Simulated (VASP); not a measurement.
# ZnS (F-43m) in VASP: further runs

Runs on ZnS. Level: PBEsol. Tasks: vibrations by perturbation theory.

Program: VASP 6.6.1. These are calculated values, not measurements. Logs are shortened: lines on timing, memory, paths and dates and some standing lists are left out, and cuts for length are marked.

## Step 1: The cell of the first run

The structure is cubic, space group F-43m (No. 216). The conventional cell has a = 5.301 Å, b = 5.301 Å, c = 5.301 Å, α = 90.00°, β = 90.00°, γ = 90.00°. Within 3.0 Å of Zn (site symmetry -43m) lie 4 S at 2.30 Å. Within 3.0 Å of S (site symmetry -43m) lie 4 Zn at 2.30 Å.

## Step 2: Vibrations by perturbation theory, PBEsol (18.62 Å³/atom)

INCAR

```
SYSTEM = ZnS
PREC = Accurate ; ENCUT = 520
EDIFF = 1E-8 ; ISMEAR = 0
SIGMA = 0.01 ; LREAL = .FALSE.
LASPH = .TRUE. ; NELM = 80
ALGO = Normal ; ISIF = 2
LWAVE = .FALSE. ; LCHARG = .FALSE.
GGA = PS ; NBANDS = 16
IBRION = 8 ; NSW = 1
```

KPOINTS

```
Automatic mesh
0
G
  8 8 8
  0 0 0
```

POSCAR

```
ZnS
1.0
    0.0000000000      2.6507196181      2.6507196181
    2.6507196181      0.0000000000      2.6507196181
    2.6507196181      2.6507196181      0.0000000000
Zn S
1 1
Direct
    0.7500000000      0.7500000000      0.7500000000
    0.0000000000      0.0000000000      0.0000000000
```

Potentials or basis: VASP PAW PBE potentials, release 64 (Zn, S).

Run with:

```console
> cat potpaw_PBE.64/Zn/POTCAR potpaw_PBE.64/S/POTCAR > POTCAR
> mpirun -np 1 vasp_std > vasp.out
```

OUTCAR:

```text
SYSTEM = ZnS
   PREC = Accurate
   ENCUT = 520
   EDIFF = 1E-8
   ISMEAR = 0
   LREAL = .FALSE.
   LASPH = .TRUE.
   NELM = 80
   ISIF = 2
   GGA = PS
   IBRION = 8
   NSW = 1

 ion  position               nearest neighbor table
   1  0.750  0.750  0.750-   2 2.30   2 2.30   2 2.30   2 2.30
   2  0.000  0.000  0.000-   1 2.30   1 2.30   1 2.30   1 2.30

  LATTYP: Found a face centered cubic cell.
 ALAT       =     5.3014392362

  Lattice vectors:

 A1 = (   0.0000000000,   2.6507196181,   2.6507196181)
 A2 = (   2.6507196181,   0.0000000000,   2.6507196181)
 A3 = (   2.6507196181,   2.6507196181,   0.0000000000)

Analysis of symmetry for initial positions (statically):
=====================================================================
 Subroutine PRICEL returns:
 Original cell was already a primitive cell.

 Routine SETGRP: Setting up the symmetry group for a
 face centered cubic supercell.

 Subroutine GETGRP returns: Found 24 space group operations
 (whereof 24 operations were pure point group operations)
 out of a pool of 48 trial point group operations.

The static configuration has the point symmetry T_d .

Analysis of symmetry for dynamics (positions and initial velocities):
=====================================================================
 Subroutine PRICEL returns:
 Original cell was already a primitive cell.

 Routine SETGRP: Setting up the symmetry group for a
 face centered cubic supercell.

 Subroutine GETGRP returns: Found 24 space group operations
 (whereof 24 operations were pure point group operations)
 out of a pool of 48 trial point group operations.

The dynamic configuration has the point symmetry T_d .

 Subroutine INISYM returns: Found 24 space group operations
 (whereof 24 operations are pure point group operations),
 and found     1 'primitive' translations

----------------------------------------------------------------------------------------

                                     Primitive cell

  volume of cell :      37.2496

  direct lattice vectors                    reciprocal lattice vectors
     0.000000000  2.650719618  2.650719618    -0.188628023  0.188628023  0.188628023
     2.650719618  0.000000000  2.650719618     0.188628023 -0.188628023  0.188628023
     2.650719618  2.650719618  0.000000000     0.188628023  0.188628023 -0.188628023

  length of vectors
     3.748683634  3.748683634  3.748683634     0.326713319  0.326713319  0.326713319

  position of ions in fractional coordinates (direct lattice)
     0.750000000  0.750000000  0.750000000
     0.000000000  0.000000000  0.000000000

  ion indices of the primitive-cell ions
   primitive index   ion index
                 1           1
                 2           2

----------------------------------------------------------------------------------------

 KPOINTS: Automatic mesh

Automatic generation of k-mesh.
 Grid dimensions read from file:
 generate k-points for:    8    8    8

 Generating k-lattice:

  Cartesian coordinates                     Fractional coordinates (reciprocal lattice)
    -0.023578503  0.023578503  0.023578503     0.125000000  0.000000000  0.000000000
     0.023578503 -0.023578503  0.023578503     0.000000000  0.125000000  0.000000000
     0.023578503  0.023578503 -0.023578503     0.000000000  0.000000000  0.125000000

  Length of vectors
     0.040839165  0.040839165  0.040839165

  Shift w.r.t. Gamma in fractional coordinates (k-lattice)
     0.000000000  0.000000000  0.000000000

 Subroutine IBZKPT returns following result:
[... 73 lines left out ...]
   LORBIT       =      0    0 simple, 1 ext, 2 COOP (PROOUT), +10 PAW based schemes
   GGA     = PS    functional components
   LHFCALC =     F    Hartree Fock is set to
   AEXX    =    0.0000 exact exchange contribution
   IVDW    =     0    specifies the selected vdW correction
   LEPSILON=     F    determine dielectric tensor
   LRPA    =     F    only Hartree local field effects (RPA)
 non-spin polarized calculation
 Gauss-broadening in eV      SIGMA  =   0.01
  energy-cutoff  :      520.00
  volume of cell :       37.25
 maximum number of plane-waves:      1018
   NGX = 13   NGY = 13   NGZ = 13

--------------------------------------- Ionic step        1  -------------------------------------------

 number of electron      18.0000016 magnetization

 Free energy of the ion-electron system (eV)
  ---------------------------------------------------
  ext. energy  EPLUGINS =         0.00000000
  ---------------------------------------------------
  free energy    TOTEN  =        -7.57747772 eV

  energy without entropy =       -7.57747772  energy(sigma->0) =       -7.57747772

 E-fermi :   2.6915     XC(G=0): -10.1219

 val. band max:        2.5690086358   @ k =   0.0000   0.0000   0.0000
 cond. band min:       4.7985843597   @ k =   0.0000   0.0000   0.0000
 fundamental gap:      2.2295757240
 Fermi energy:         2.6915157713

 k-point     1 :       0.0000    0.0000    0.0000
  band No.  band energies     occupation
      1     -11.0073      2.00000
      2      -4.0546      2.00000
      3      -4.0546      2.00000
      4      -4.0546      2.00000
      5      -3.4851      2.00000
      6      -3.4851      2.00000
[... 433 lines left out ...]
      3      -3.8505      2.00000
      4      -3.5661      2.00000
      5      -3.4729      2.00000
      6      -3.1859      2.00000
[... 8 lines left out ...]
     15      16.1330      0.00000
     16      17.0515      0.00000

 [... further k-points ...]

------------------------ aborting loop because EDIFF is reached ----------------------------------------

  FORCE on cell =-STRESS in cart. coord.  units (eV):
  Direction    XX          YY          ZZ          XY          YZ          ZX
  --------------------------------------------------------------------------------------
  -------------------------------------------------------------------------------------
  Total        0.6605582      0.6605582      0.6605582      0.0000000     -0.0000000      0.0000000
  in kB       28.4118997     28.4118997     28.4118997      0.0000000     -0.0000000      0.0000000
  external PRESSURE =      28.4118997 kB  Pullay stress =       0.0000000 kB

 VOLUME and BASIS-vectors are now :
 -----------------------------------------------------------------------------
  energy-cutoff  :      520.00
  volume of cell :       37.25
      direct lattice vectors                 reciprocal lattice vectors
     0.000000000  2.650719618  2.650719618    -0.188628023  0.188628023  0.188628023
     2.650719618  0.000000000  2.650719618     0.188628023 -0.188628023  0.188628023
     2.650719618  2.650719618  0.000000000     0.188628023  0.188628023 -0.188628023

 POSITION                                       TOTAL-FORCE (eV/Angst)
 -----------------------------------------------------------------------------------
      3.97608      3.97608      3.97608         0.000000      0.000000      0.000000
      0.00000      0.00000      0.00000        -0.000000     -0.000000     -0.000000
 -----------------------------------------------------------------------------------
    total drift:                                0.000002      0.000002      0.000002

  FREE ENERGIE OF THE ION-ELECTRON SYSTEM (eV)
  ---------------------------------------------------
  free  energy   TOTEN  =        -7.5774777203 eV

  energy  without entropy=       -7.5774777203  energy(sigma->0) =       -7.57747772

[... ionic steps 2 to 3 ...]

--------------------------------------- Ionic step        4  -------------------------------------------

------------------------ aborting loop because EDIFF is reached ----------------------------------------

[... ionic steps 5 to 6 ...]

--------------------------------------- Ionic step        7  -------------------------------------------

 Free energy of the ion-electron system (eV)
  ---------------------------------------------------
  ---------------------------------------------------
  free energy    TOTEN  =        -0.10476629 eV

  energy without entropy =       -0.10476629

------------------------ aborting loop because EDIFF is reached ----------------------------------------

 INTERNAL STRAIN TENSOR  FOR ION    2  DIRECTION 1   (eV/Angst):
 -----------------------------------------------------------------------------
     0.01085  0.00000  0.00000
     0.00000  0.00304 -7.19609
     0.00000 -7.19609  0.00304

 INTERNAL STRAIN TENSOR FOR ION    2 for displacements in x,y,z  (eV/Angst):
          X           Y           Z          XY          YZ          ZX
  --------------------------------------------------------------------------------
  x     0.00000     0.00000     0.00000     0.00000    -7.19609     0.00000
  y     0.00000    -0.00000     0.00000     0.00000     0.00000    -7.19609
  z     0.00000     0.00000     0.00000    -7.19609     0.00000     0.00000

 SECOND DERIVATIVES (NOT SYMMETRIZED)
 ------------------------------------
               1X          1Y          1Z          2X          2Y          2Z
  1X    -6.962885    0.000000    0.000000    6.962885    0.000000    0.000000
  1Y     0.000000   -6.962885    0.000000    0.000000    6.962885    0.000000
  1Z     0.000000    0.000000   -6.962885    0.000000    0.000000    6.962885
  2X     6.880411    0.000000    0.000000   -6.880411    0.000000    0.000000
  2Y     0.000000    6.880411    0.000000    0.000000   -6.880411    0.000000
  2Z     0.000000    0.000000    6.880411    0.000000    0.000000   -6.880411

 Eigenvectors and eigenvalues of the dynamical matrix
 ----------------------------------------------------

   1 f  =    8.858101 THz    55.657088 2PiTHz  295.474432 cm-1    36.634144 meV
             X         Y         Z           dx          dy          dz
      3.976079  3.976079  3.976079     0.017060    0.575347    0.018823
      0.000000  0.000000  0.000000    -0.024217   -0.816719   -0.026720
[... 21 lines left out ...]
   6 f/i=    0.024847 THz     0.156116 2PiTHz    0.828796 cm-1     0.102758 meV
             X         Y         Z           dx          dy          dz
      3.976079  3.976079  3.976079     0.183962   -0.780841    0.157406
      0.000000  0.000000  0.000000     0.129594   -0.550072    0.110886

--------------------------------------------------------------------------------------------------------

 ELASTIC MODULI CONTR FROM IONIC RELAXATION (kBar)
 Direction    XX          YY          ZZ          XY          YZ          ZX
 --------------------------------------------------------------------------------
 XX          -0.0000     -0.0000     -0.0000      0.0000      0.0000      0.0000
 YY          -0.0000     -0.0000     -0.0000      0.0000      0.0000     -0.0000
 ZZ          -0.0000     -0.0000     -0.0000      0.0000      0.0000      0.0000
 XY           0.0000      0.0000      0.0000   -321.3809      0.0000      0.0000
 YZ           0.0000      0.0000      0.0000      0.0000   -321.3809      0.0000
 ZX           0.0000     -0.0000      0.0000      0.0000      0.0000   -321.3809
 --------------------------------------------------------------------------------
```

It took 3.4 min on 1 thread of Intel Xeon 8259CL, shared host; peak memory 0.27 GiB.

Results:

```yaml
Highest_phonon_frequency_at_Γ_LO-TO_splitting_left_out: 295 cm⁻¹
```

Phonon frequencies in cm⁻¹ (negative: imaginary):
| q point | frequencies |
| --- | --- |
| (0.000, 0.000, 0.000) | -1 -1 -1 295 295 295 |

Caveat: the cell stands under pressure or tension, which shifts response properties; the PAW data sets were made with another functional, which shifts forces and pressure a little.

[end of part 1 of 2]
